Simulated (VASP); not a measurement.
# HfN (WC type): single point with PBE

Crystal: HfN (WC type).

```
Hf N
1.0
     2.85932    0.00000    0.00000
    -1.42966    2.47624    0.00000
     0.00000    0.00000    2.73967
Hf N
1 1
Direct
  0.00000 0.00000 0.00000
  0.33333 0.66667 0.50000
```

```yaml
Program: VASP 6.6.1
Task: single point
Functional: PBE
Potentials_or_basis: VASP PAW PBE potentials, release 64 (Hf_pv, N)
Cutoff: 520 eV
k_mesh: 16 × 16 × 14
Occupations: fermi-dirac, width 0.1 eV
Spin: no spin polarisation
```

```json
{"Pressure": "79.5 GPa", "Band gap on the k mesh": "zero (an odd number of electrons rules out a gap without spin polarisation)"}
```

Stress tensor (GPa, compression positive):
```
79.78  0.00  0.00
 0.00 79.78  0.00
 0.00  0.00 79.03
```

Levels at points of the mesh, in eV from the Fermi level:
```tsv
k point	band 6	band 7	band 8	band 9	band 10	band 11
(0.00, 0.00, 0.00)	-4.03	-3.04	-1.66	3.89	6.03	6.03
(0.50, 0.00, 0.00)	-4.26	-2.36	-2.21	6.14	6.49	7.92
(0.00, 0.00, 0.50)	-3.06	-3.06	1.67	1.67	4.49	5.34
(0.50, 0.00, 0.50)	-5.19	-5.18	1.53	6.77	8.69	10.27
```

Run time: 41 s on 1 thread of Intel Xeon 8259CL, with other jobs on the host, peak memory 0.19 GiB.

Caveat: the cell stands under pressure; spin-orbit coupling is left out, which moves the levels of the heavy elements.
